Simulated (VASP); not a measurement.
Write the native input for VASP 6.6.1 that does the following.

* Task: single point
* Functional: PBE
* Potentials or basis: VASP PAW PBE potentials, release 64 (Gd)
* Cutoff: 520 eV
* k mesh: 8 × 8 × 5
* Occupations: gaussian, width 0.012 eV
* Spin: collinear spin, ferromagnetic start
* Starting moments: [7.0, 7.0] μB
* Dipole correction: no
* Further INCAR settings: ALGO = Normal; EDIFF = 1e-07; NBANDS = 29

The structure of Gd lies in POSCAR:

```
Gd
1.0
    3.6360000000      0.0000000000      0.0000000000
   -1.8180000000      3.1488683682      0.0000000000
    0.0000000000      0.0000000000      5.7826000000
Gd
2
Direct
    0.6666666667      0.3333333333      0.7500000000
    0.3333333333      0.6666666667      0.2500000000
```

These files were run (other wordings do the same):

INCAR

```
SYSTEM = Gd
PREC = Accurate ; ENCUT = 520
EDIFF = 1E-7 ; ISMEAR = 0
SIGMA = 0.012 ; LREAL = .False.
LASPH = .True. ; NELM = 150
ALGO = Normal ; ISIF = 2
LWAVE = .False. ; LCHARG = .False.
ISPIN = 2 ; MAGMOM = 7 7
LORBIT = 11 ; LMAXMIX = 6
GGA = PE ; NBANDS = 29
```

KPOINTS

```
Automatic mesh
0
Gamma
  8 8 5
  0 0 0
```

Potentials or basis: VASP PAW PBE potentials, release 64 (Gd).

The run is started by

```bash
$ cat potpaw_PBE.64/Gd/POTCAR > POTCAR
$ mpirun -np 1 vasp_std > vasp.out
```

Results of the run:

* Pressure: 0.5 GPa
* Net moment: 15.19 μB per cell
* Site moments: Gd +6.98 μB
* Valence electrons inside the program's atomic spheres: Gd 15.19

It took 6.8 min on 1 thread of Oxide Virtual Turin-like Processor, with other jobs on the host, peak memory 0.25 GiB.
